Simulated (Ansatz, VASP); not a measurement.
## Two plane-wave programs on BeTe

The input INCAR:

```
SYSTEM = BeTe
PREC     = Accurate       ! precision mode
ENCUT    = 520            ! plane-wave cutoff, eV
EDIFF    = 1E-6           ! SCF threshold, eV
ISMEAR   = 0              ! smearing method
SIGMA    = 0.01           ! smearing width, eV
LREAL    = .False.        ! projectors in reciprocal space
LASPH    = .True.         ! aspherical terms in the spheres
NELM     = 60             ! most SCF steps
ALGO     = Normal         ! electronic algorithm
ISIF     = 2              ! what is computed and relaxed
LWAVE    = .False.        ! write WAVECAR
LCHARG   = .True.         ! write CHGCAR
GGA      = CA             ! functional
LELF     = .True.         ! ELF
LVHAR    = .True.       
NBANDS   = 11             ! bands
```

File KPOINTS:

```
regular mesh
0
Gamma
  8 8 8
  0 0 0
```

Contents of POSCAR:

```
BeTe
1.0
    0.0000000000      2.8286236224      2.8286236224
    2.8286236224      0.0000000000      2.8286236224
    2.8286236224      2.8286236224      0.0000000000
Be Te
1 1
Direct
    0.0000000000      0.0000000000      0.0000000000
    0.2500000000      0.2500000000      0.2500000000
```

Input for Ansatz:

```yaml
crystal:
  lattice:
    - [0.0, 2.8286236224, 2.8286236224]
    - [2.8286236224, 0.0, 2.8286236224]
    - [2.8286236224, 2.8286236224, 0.0]
  atoms:
    - { symbol: Be, position: [0.0, 0.0, 0.0] }
    - { symbol: Te, position: [0.25, 0.25, 0.25] }
kpoints:
  mp_grid: { grid: [8, 8, 8] }
hamiltonian:
  xc: lda
scf:
  occupations: { method: fixed }
output:
  optics: { e_range: [0, 14], de: 0.05, sigma: 0.1, bands: auto }
```

Alike in both runs: task single point; functional LDA; k mesh 8 × 8 × 8; no spin polarisation.

|  | VASP | Ansatz |
| --- | --- | --- |
| version | VASP 6.6.1 | Ansatz 0.2.0 |
| potentials or method | VASP PAW LDA potentials, release 64 (Be, Te) | plane waves, PAW |
| plane-wave cutoff (eV) | 520 | 420 |
| occupations | gaussian, width 0.01 eV | fixed |
| valence electrons in the cell | 8 | 18 |

|  | VASP | Ansatz | Ansatz less VASP |
| --- | --- | --- | --- |
| gap on the k mesh at the Fermi level (eV) | 1.90 | 1.92 | +0.017 |

LDA's correlation is that of Perdew and Zunger in VASP and of Perdew and Wang (1992) in Ansatz. VASP's potentials hold 8 valence electrons a cell and Ansatz's 18, so a difference there can come from the potentials and not from the codes.

Spin-orbit coupling is off throughout.
